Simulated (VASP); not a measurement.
# Sr11O12 (a cell with a defect) in VASP: notebook

The runs below take Sr11O12 (a cell with a defect) through single point, with PBE.

Everything below comes from runs of VASP 6.6.1. Logs are shortened: lines on timing, memory, paths and dates and some standing lists are left out, and cuts for length are marked.

## Step 1: The cell of the first run

The cell holds a defect, 23 atoms: a = 7.431 Å, b = 7.431 Å, c = 10.368 Å, α = 90.00°, β = 90.00°, γ = 120.00°.

## Step 2: Single point, PBE (atoms taken out, then relaxed in part)

Input file INCAR:

```
SYSTEM = Sr11O12
ALGO     = Normal         ! electronic algorithm
EDIFF    = 1E-6           ! SCF threshold, eV
ENCUT    = 520            ! plane-wave cutoff, eV
GGA      = PE             ! functional
GGA_COMPAT= .FALSE.      
ISIF     = 2              ! what is computed and relaxed
ISMEAR   = 0              ! smearing method
LASPH    = .TRUE.         ! aspherical terms in the spheres
LCHARG   = .FALSE.        ! write CHGCAR
LREAL    = .FALSE.        ! projectors in reciprocal space
LWAVE    = .FALSE.        ! write WAVECAR
NBANDS   = 108            ! bands
NELECT   = 184.0        
NELM     = 120            ! most SCF steps
PREC     = Accurate       ! precision mode
SIGMA    = 0.05           ! smearing width, eV
```

Input file KPOINTS:

```
k-points
0
G
  3 3 2
  0 0 0
```

Input file POSCAR:

```
Sr11O12
1.0
    0.0000000000     -7.4310438777      0.0000000000
    6.4354727747      3.7155219389      0.0000000000
    0.0000000000      0.0000000000     10.3683011420
Sr O
11 12
Direct
    0.3333333333      0.3333333333      0.9687499476
    0.6666666667      0.0000000000      0.4687499476
    0.6666666667      0.0000000000      0.9687499476
    0.0000000000      0.6666666667      0.4687499476
    0.0000000000      0.6666666667      0.9687499476
    0.6550967778      0.6550967778      0.2321227637
    0.6550967778      0.6550967778      0.7053771316
    0.0115698889      0.3333333333      0.2321227637
    0.0115698889      0.3333333333      0.7053771316
    0.3333333333      1.0115698889      0.2321227637
    0.3333333333      1.0115698889      0.7053771316
    0.3333333333      0.3333333333      0.2016157677
    0.3333333333      0.3333333333      0.7358841275
    0.6666666667      0.0000000000      0.2170085171
    0.6666666667      0.0000000000      0.7204913781
    0.0000000000      0.6666666667      0.2170085171
    0.0000000000      0.6666666667      0.7204913781
    0.7028666284      0.7028666284      0.4687499476
    0.6698888834      0.6698888834      0.9687499476
   -0.0361999617      0.3333333333      0.4687499476
   -0.0032222167      0.3333333333      0.9687499476
    0.3333333333      0.9638000383      0.4687499476
    0.3333333333      0.9967777833      0.9687499476
```

Potentials or basis: VASP PAW PBE potentials, release 64 (Sr_sv, O).

Command:

```bash
$ cat potpaw_PBE.64/Sr_sv/POTCAR potpaw_PBE.64/O/POTCAR > POTCAR
$ mpirun -np 1 vasp_std > vasp.out
```

OUTCAR:

```text
SYSTEM = Sr11O12
   EDIFF = 1E-6
   ENCUT = 520
   GGA = PE
   ISIF = 2
   ISMEAR = 0
   LASPH = .TRUE.
   LREAL = .FALSE.
   NELECT = 184.0
   NELM = 120
   PREC = Accurate

 ion  position               nearest neighbor table
   1  0.333  0.333  0.969-  12 2.41  13 2.41  21 2.50  23 2.50  19 2.50   9 3.63  11 3.63   7 3.63
                             8 3.63  10 3.63   6 3.63   3 4.29   5 4.29   5 4.29   3 4.29   5 4.29
   2  0.667  0.000  0.469-  20 2.35  18 2.35  22 2.35  15 2.61  14 2.61   8 3.52   6 3.52  10 3.52
                             9 3.52   7 3.52  11 3.52   4 4.29   4 4.29   4 4.29
   3  0.667  0.000  0.969-  21 2.47  19 2.47  23 2.47  14 2.57  15 2.57   9 3.72   7 3.72  11 3.72
                             8 3.72   6 3.72  10 3.72   1 4.29   5 4.29   5 4.29   1 4.29   5 4.29
   4  0.000  0.667  0.469-  22 2.35  18 2.35  20 2.35  17 2.61  16 2.61  10 3.52   6 3.52   8 3.52
                            11 3.52   7 3.52   9 3.52   2 4.29   2 4.29   2 4.29
   5  0.000  0.667  0.969-  23 2.47  19 2.47  21 2.47  16 2.57  17 2.57  11 3.72   7 3.72   9 3.72
                            10 3.72   6 3.72   8 3.72   1 4.29   3 4.29   3 4.29   1 4.29   3 4.29
   6  0.655  0.655  0.232-  12 2.41  18 2.48  16 2.53  14 2.53  19 2.73   4 3.52   2 3.52   1 3.63
                             5 3.72   3 3.72   8 4.14  10 4.14  10 4.37   8 4.37   8 4.37  10 4.37
   7  0.655  0.655  0.705-  13 2.41  18 2.48  17 2.53  15 2.53  19 2.73   4 3.52   2 3.52   1 3.63
                             5 3.72   3 3.72   9 4.14  11 4.14  11 4.37   9 4.37   9 4.37  11 4.37
   8  0.012  0.333  0.232-  12 2.41  20 2.48  14 2.53  16 2.53  21 2.73   2 3.52   4 3.52   1 3.63
                             3 3.72   5 3.72  10 4.14   6 4.14   6 4.37  10 4.37  10 4.37   6 4.37
   9  0.012  0.333  0.705-  13 2.41  20 2.48  15 2.53  17 2.53  21 2.73   2 3.52   4 3.52   1 3.63
                             3 3.72   5 3.72  11 4.14   7 4.14   7 4.37  11 4.37  11 4.37   7 4.37
  10  0.333  0.012  0.232-  12 2.41  22 2.48  16 2.53  14 2.53  23 2.73   4 3.52   2 3.52   1 3.63
                             5 3.72   3 3.72   8 4.14   6 4.14   6 4.37   8 4.37   8 4.37   6 4.37
  11  0.333  0.012  0.705-  13 2.41  22 2.48  17 2.53  15 2.53  23 2.73   4 3.52   2 3.52   1 3.63
                             5 3.72   3 3.72   9 4.14   7 4.14   7 4.37   9 4.37   9 4.37   7 4.37
  12  0.333  0.333  0.202-   8 2.41  10 2.41   6 2.41   1 2.41
  13  0.333  0.333  0.736-   9 2.41  11 2.41   7 2.41   1 2.41
  14  0.667  0.000  0.217-   8 2.53   6 2.53  10 2.53   3 2.57   2 2.61
  15  0.667  0.000  0.720-   9 2.53   7 2.53  11 2.53   3 2.57   2 2.61
  16  0.000  0.667  0.217-  10 2.53   6 2.53   8 2.53   5 2.57   4 2.61
  17  0.000  0.667  0.720-  11 2.53   7 2.53   9 2.53   5 2.57   4 2.61
  18  0.703  0.703  0.469-   4 2.35   2 2.35   6 2.48   7 2.48
  19  0.670  0.670  0.969-   5 2.47   3 2.47   1 2.50   7 2.73   6 2.73
  20  0.964  0.333  0.469-   2 2.35   4 2.35   8 2.48   9 2.48
  21  0.997  0.333  0.969-   3 2.47   5 2.47   1 2.50   9 2.73   8 2.73
  22  0.333  0.964  0.469-   4 2.35   2 2.35  10 2.48  11 2.48
  23  0.333  0.997  0.969-   5 2.47   3 2.47   1 2.50  11 2.73  10 2.73

  LATTYP: Found a hexagonal cell.
 ALAT       =     7.4310438777
 C/A-ratio  =     1.3952684593

  Lattice vectors:

 A1 = (   0.0000000000,  -7.4310438777,   0.0000000000)
 A2 = (   6.4354727747,   3.7155219389,   0.0000000000)
 A3 = (   0.0000000000,   0.0000000000,  10.3683011420)

Analysis of symmetry for initial positions (statically):
=====================================================================
 Subroutine PRICEL returns:
 Original cell was already a primitive cell.

 Routine SETGRP: Setting up the symmetry group for a
 hexagonal supercell.

 Subroutine GETGRP returns: Found 12 space group operations
 (whereof  2 operations were pure point group operations)
 out of a pool of 24 trial point group operations.

The static configuration has the point symmetry C_1h.
 The point group associated with its full space group is D_3h.

Analysis of symmetry for dynamics (positions and initial velocities):
=====================================================================
 Subroutine PRICEL returns:
 Original cell was already a primitive cell.

 Routine SETGRP: Setting up the symmetry group for a
 hexagonal supercell.

 Subroutine GETGRP returns: Found 12 space group operations
 (whereof  2 operations were pure point group operations)
 out of a pool of 24 trial point group operations.

The dynamic configuration has the point symmetry C_1h.
 The point group associated with its full space group is D_3h.

 Subroutine INISYM returns: Found 12 space group operations
 (whereof  2 operations are pure point group operations),
 and found     1 'primitive' translations

----------------------------------------------------------------------------------------

                                     Primitive cell

  volume of cell :     495.8358

  direct lattice vectors                    reciprocal lattice vectors
     0.000000000 -7.431043878  0.000000000     0.077694370 -0.134570596  0.000000000
     6.435472775  3.715521939  0.000000000     0.155388739  0.000000000  0.000000000
[... 75 lines left out ...]
     0.000000000  0.000000000  0.000000000

 Subroutine IBZKPT returns following result:
 ===========================================

 Found      6 irreducible k-points:

 Following reciprocal coordinates:
            Coordinates               Weight
  0.000000  0.000000  0.000000      1.000000
  0.333333 -0.000000  0.000000      6.000000
  0.333333  0.333333  0.000000      2.000000
  0.000000  0.000000  0.500000      1.000000
  0.333333 -0.000000  0.500000      6.000000
  0.333333  0.333333  0.500000      2.000000
   k-points           NKPTS =      6   k-points in BZ     NKDIM =      6   number of bands    NBANDS=    108
   number of dos      NEDOS =    301   number of ions     NIONS =     23
   total plane-waves  NPLWV = 250880
   dimension x,y,z NGX =    56 NGY =   56 NGZ =   80
   dimension x,y,z NGXF=   112 NGYF=  112 NGZF=  160
   ions per type =              11  12
   NGX,Y,Z   is equivalent  to a cutoff of  12.53, 12.53, 12.83 a.u.
   NGXF,Y,Z  is equivalent  to a cutoff of  25.06, 25.06, 25.65 a.u.
 SYSTEM =  Sr11O12
   PREC   = accura    normal or accurate (medium, high low for compatibility)
   ISTART =      0    job   : 0-new  1-cont  2-samecut
   ICHARG =      2    charge: 1-file 2-atom 10-const
   ISPIN  =      1    spin polarized calculation?
   LNONCOLLINEAR =      F non collinear calculations
   LSORBIT =      F    spin-orbit coupling
   LASPH  =      T    aspherical Exc in radial PAW
   ENCUT  =  520.0 eV  38.22 Ry    6.18 a.u.  13.82 13.82 19.28*2*pi/ulx,y,z
   NELM   =    120;   NELMIN=  2; NELMDL= -5     # of ELM steps
   EDIFF  = 0.1E-05   stopping-criterion for ELM
   LREAL  =      F    real-space projection
   EDIFFG = 0.1E-04   stopping-criterion for IOM
   NSW    =      0    number of steps for IOM
   IBRION =     -1    ionic relax: 0-MD 1-quasi-New 2-CG
   NFREE  =      0    steps in history (QN), initial steepest desc. (CG)
   ISIF   =      2    stress and relaxation
   ISYM   =      2    0-nonsym 1-usesym 2-fastsym
   POTIM  = 0.5000    time-step for ionic-motion
   TEBEG  =    0.0;   TEEND  =   0.0 temperature during run
   PSTRESS=    0.0 pullay stress
   NELECT =     184.0000    total number of electrons
   NUPDOWN=      -1.0000    fix difference up-down
   EMIN   =  10.00;   EMAX   =-10.00  energy-range for DOS
   EFERMI =   0.00;   METHOD = LEGACY
   ISMEAR =     0;   SIGMA  =   0.05  broadening in eV -4-tet -1-fermi 0-gaus
   EFERMI_NEDOS =   21; number of points for ismear=-14 and -15
   IALGO  =     38    algorithm
   IMIX   =      4    mixing-type and parameters
     AMIX     =   0.40;   BMIX     =  1.00
     AMIX_MAG =   1.60;   BMIX_MAG =  1.00
  volume/ion in A,a.u.               =      21.56       145.48
  Fermi-wavevector in a.u.,A,eV,Ry     =   1.176436  2.223141 18.830472  1.384001
  Thomas-Fermi vector in A             =   2.312799
   LORBIT       =      0    0 simple, 1 ext, 2 COOP (PROOUT), +10 PAW based schemes
   GGA     = PE    functional components
   LHFCALC =     F    Hartree Fock is set to
   AEXX    =    0.0000 exact exchange contribution
   IVDW    =     0    specifies the selected vdW correction
   LEPSILON=     F    determine dielectric tensor
   LRPA    =     F    only Hartree local field effects (RPA)
 non-spin polarized calculation
 Gauss-broadening in eV      SIGMA  =   0.05
  energy-cutoff  :      520.00
  volume of cell :      495.84
 maximum number of plane-waves:     13392
 NGX is ok and might be reduce to    56
   NGX = 27   NGY = 27   NGZ = 39

 number of electron     184.0000014 magnetization

 Free energy of the ion-electron system (eV)
  ---------------------------------------------------
  ext. energy  EPLUGINS =         0.00000000
  ---------------------------------------------------
  free energy    TOTEN  =      -133.85000955 eV

  energy without entropy =     -133.85000955  energy(sigma->0) =     -133.85000955

 E-fermi :   0.6688     XC(G=0):  -8.6602

 val. band max:        0.3983077216   @ k =   0.3333  -0.0000   0.5000
 cond. band min:       2.8554332939   @ k =   0.0000   0.0000   0.0000
 fundamental gap:      2.4571255723
 Fermi energy:         0.6687949435

 k-point     1 :       0.0000    0.0000    0.0000
  band No.  band energies     occupation
      1     -32.3266      2.00000
      2     -32.3121      2.00000
      3     -32.2942      2.00000
      4     -32.2942      2.00000
      5     -32.2924      2.00000
      6     -32.2923      2.00000
[... 631 lines left out ...]
    103       5.8051      0.00000
    104       5.8292      0.00000
 [bands above 104 left out]

------------------------ aborting loop because EDIFF is reached ----------------------------------------

  FORCE on cell =-STRESS in cart. coord.  units (eV):
  Direction    XX          YY          ZZ          XY          YZ          ZX
  --------------------------------------------------------------------------------------
  -------------------------------------------------------------------------------------
  Total       10.6992327     10.6992327      8.5783183      0.0000000      0.0000000      0.0000000
  in kB       34.5720656     34.5720656     27.7188275      0.0000000      0.0000000      0.0000000
  external PRESSURE =      32.2876529 kB  Pullay stress =       0.0000000 kB

 VOLUME and BASIS-vectors are now :
 -----------------------------------------------------------------------------
  energy-cutoff  :      520.00
  volume of cell :      495.84
      direct lattice vectors                 reciprocal lattice vectors
     0.000000000 -7.431043878  0.000000000     0.077694370 -0.134570596  0.000000000
     6.435472775  3.715521939  0.000000000     0.155388739  0.000000000  0.000000000
     0.000000000  0.000000000 10.368301142     0.000000000  0.000000000  0.096447816

 POSITION                                       TOTAL-FORCE (eV/Angst)
 -----------------------------------------------------------------------------------
      2.14516     -1.23851     10.04429         0.000000     -0.000000     -0.000000
      0.00000     -4.95403      4.86014         0.000000     -0.000000     -0.000000
      0.00000     -4.95403     10.04429         0.000000     -0.000000     -0.000000
      4.29032      2.47701      4.86014         0.000000     -0.000000     -0.000000
      4.29032      2.47701     10.04429         0.000000     -0.000000     -0.000000
      4.21586     -2.43403      2.40672         0.005500     -0.003175     -0.011077
[... 15 lines left out ...]
      6.20251      1.10401      4.86014         0.029875      0.017248     -0.000000
      6.41474      1.22654     10.04429         0.005708      0.003296     -0.000000
 -----------------------------------------------------------------------------------
    total drift:                                0.000024     -0.000014     -0.000002

  FREE ENERGIE OF THE ION-ELECTRON SYSTEM (eV)
  ---------------------------------------------------
  free  energy   TOTEN  =      -133.8500095540 eV

  energy  without entropy=     -133.8500095540  energy(sigma->0) =     -133.85000955
```

It took 22 min on 1 thread of Oxide Virtual Turin-like, shared host; peak memory 0.61 GiB.

What came out:

```
Free energy   : -133.8500 eV
Largest force : 0.034 eV/Å
```

Forces on the atoms (eV/Å):
```
Sr   0.000  0.000  0.000
Sr   0.000  0.000  0.000
Sr   0.000  0.000  0.000
Sr   0.000  0.000  0.000
Sr   0.000  0.000  0.000
Sr   0.005 -0.003 -0.011
Sr   0.005 -0.003  0.011
Sr   0.000  0.006 -0.011
Sr   0.000  0.006  0.011
Sr  -0.005 -0.003 -0.011
Sr  -0.005 -0.003  0.011
O    0.000  0.000  0.033
O    0.000  0.000 -0.033
O    0.000  0.000 -0.004
O    0.000  0.000  0.004
O    0.000  0.000 -0.004
O    0.000  0.000  0.004
O   -0.030  0.017  0.000
O   -0.006  0.003  0.000
O    0.000 -0.034  0.000
O    0.000 -0.007  0.000
O    0.030  0.017  0.000
O    0.006  0.003  0.000
```

Caveat: the cell carries a net charge on a neutralising background, which shifts energy and pressure; the cell differs from its parent crystal (atoms taken out, then relaxed in part); the cell is charged against a uniform background, so pressure and absolute levels hang on convention.

## Step 3: Single point, PBE

Input file INCAR:

```
SYSTEM = Sr11O12
ALGO = Normal
EDIFF = 1E-6
ENCUT = 520
GGA = PE
GGA_COMPAT = .False.
ISIF = 2
ISMEAR = 0
LASPH = .True.
LCHARG = .False.
LREAL = .False.
LWAVE = .False.
NBANDS = 108
NELECT = 184.0
NELM = 120
PREC = Accurate
SIGMA = 0.05
```

Input file KPOINTS:

```
k-points
0
Gamma
  3 3 2
  0 0 0
```

Input file POSCAR:

```
Sr11O12
1.0
    0.0000000000     -7.4310438777      0.0000000000
    6.4354727748      3.7155219389      0.0000000000
    0.0000000000      0.0000000000     10.3683011420
Sr O
11 12
Direct
    0.3333333230      0.3333333968      0.9687499295
    0.6666666328      0.0000000000      0.4687499845
    0.6666666328      0.0000000000      0.9687499295
   -0.0000000646      0.6666666382      0.4687499845
   -0.0000000646      0.6666666382      0.9687499295
    0.6550966801      0.6550967035      0.2321227911
    0.6550966801      0.6550967035      0.7053771780
    0.0115699154      0.3333333968      0.2321227911
    0.0115699154      0.3333333968      0.7053771780
    0.3333333619      1.0115698143      0.2321227911
    0.3333333619      1.0115698143      0.7053771780
    0.3333333230      0.3333333968      0.2016157682
    0.3333333230      0.3333333968      0.7358841044
    0.6666666328      0.0000000000      0.2170085503
    0.6666666328      0.0000000000      0.7204914188
   -0.0000000646      0.6666666382      0.2170085503
   -0.0000000646      0.6666666382      0.7204914188
    0.7028665736      0.7028666204      0.4687499845
    0.6698889301      0.6698889345      0.9687499295
   -0.0361999546      0.3333333968      0.4687499845
   -0.0032222191      0.3333333968      0.9687499295
    0.3333332815      0.9638000528      0.4687499845
    0.3333333240      0.9967777387      0.9687499295
```

Potentials or basis: VASP PAW PBE potentials, release 64 (Sr_sv, O).

Command:

```bash
$ cat potpaw_PBE.64/Sr_sv/POTCAR potpaw_PBE.64/O/POTCAR > POTCAR
$ mpirun -np 1 vasp_std > vasp.out
```

Wall time 20 min (1 thread of Oxide Virtual Turin-like, shared host); peak memory 0.62 GiB.

The run converged. Its results:

* Free energy: -133.8500 eV
* Largest force: 0.034 eV/Å

Forces on the atoms (eV/Å):
```
Sr   0.000  0.000  0.000
Sr   0.000  0.000  0.000
Sr   0.000  0.000  0.000
Sr   0.000  0.000  0.000
Sr   0.000  0.000  0.000
Sr   0.005 -0.003 -0.011
Sr   0.005 -0.003  0.011
Sr   0.000  0.006 -0.011
Sr   0.000  0.006  0.011
Sr  -0.005 -0.003 -0.011
Sr  -0.005 -0.003  0.011
O    0.000  0.000  0.033
O    0.000  0.000 -0.033
O    0.000  0.000 -0.004
O    0.000  0.000  0.004
O    0.000  0.000 -0.004
O    0.000  0.000  0.004
O   -0.030  0.017  0.000
O   -0.006  0.003  0.000
O    0.000 -0.034  0.000
O    0.000 -0.007  0.000
O    0.030  0.017  0.000
O    0.006  0.003  0.000
```

Levels at points of the mesh, in eV from the Fermi level:
| k point | band 89 | band 90 | band 91 | band 92 | band 93 | band 94 | band 95 | band 96 |
| --- | --- | --- | --- | --- | --- | --- | --- | --- |
| (0.00, 0.00, 0.00) | -0.52 | -0.33 | -0.28 | -0.28 | 2.19 | 3.38 | 3.38 | 3.69 |
| (0.00, 0.00, 0.50) | -0.52 | -0.34 | -0.30 | -0.30 | 2.61 | 2.95 | 3.43 | 3.43 |

Caveat: the cell carries a net charge on a neutralising background, which shifts energy and pressure; the cell is charged against a uniform background, so pressure and absolute levels hang on convention.
